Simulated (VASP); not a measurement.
Set up this calculation in VASP 6.6.1, as the native input.

```yaml
Task: single point
Functional: PBE
Potentials_or_basis: VASP PAW PBE potentials, release 64 (Ge_d, Os_sv_GW)
Cutoff: 560 eV
k_mesh: 6 × 6 × 4
Occupations: gaussian, width 0.1 eV
Spin: no spin polarisation
Dipole_correction: no
Further_INCAR_settings: ALGO = Normal; EDIFF = 1e-06; NBANDS = 30
```

The structure of GeOs2 lies in POSCAR:

```
GeOs2
1.0
    4.3461558856      0.0000000000      0.0000000000
   -2.1730779428      3.7638814057      0.0000000000
    0.0000000000      0.0000000000      2.8241842950
Ge Os
1 2
Direct
    0.0000000000      0.0000000000      0.0000000000
    0.3333333333      0.6666666667      0.5000000000
    0.6666666667      0.3333333333      0.5000000000
```

The input as run:

INCAR

```
PREC     = Accurate       # precision mode
ENCUT    = 560            # plane-wave cutoff, eV
EDIFF    = 1E-6           # SCF threshold, eV
ISMEAR   = 0              # smearing method
SIGMA    = 0.1            # smearing width, eV
LREAL    = False          # projectors in reciprocal space
LASPH    = True           # aspherical terms in the spheres
NELM     = 120            # most SCF steps
ALGO     = Normal         # electronic algorithm
ISIF     = 2              # what is computed and relaxed
LWAVE    = False          # write WAVECAR
LCHARG   = True           # write CHGCAR
GGA      = PE             # functional
LELF     = True           # ELF
LVHAR    = True         
NBANDS   = 30             # bands
GGA_COMPAT= False
```

KPOINTS

```
Automatic mesh
0
Gamma
  6 6 4
```

Potentials or basis: VASP PAW PBE potentials, release 64 (Ge_d, Os_sv_GW).

The run is started by

```sh
$ cat potpaw_PBE.64/Ge_d/POTCAR potpaw_PBE.64/Os_sv_GW/POTCAR > POTCAR
$ mpirun -np 1 vasp_std > vasp.out
```

It gave:

The pressure is -0.9 GPa and the band gap on the k mesh is zero (bands 23 and 24 overlap by 1.46 eV).

Caveat: the k points lie up to 0.56 Å⁻¹ apart, too coarse for converged energies and pressures of a metal; spin-orbit coupling is left out, which moves the levels of the heavy elements.

It took 19 s on 1 thread of Intel(R) Xeon(R) 6975P-C (Granite Rapids), on a shared host, peak memory 0.2 GiB.
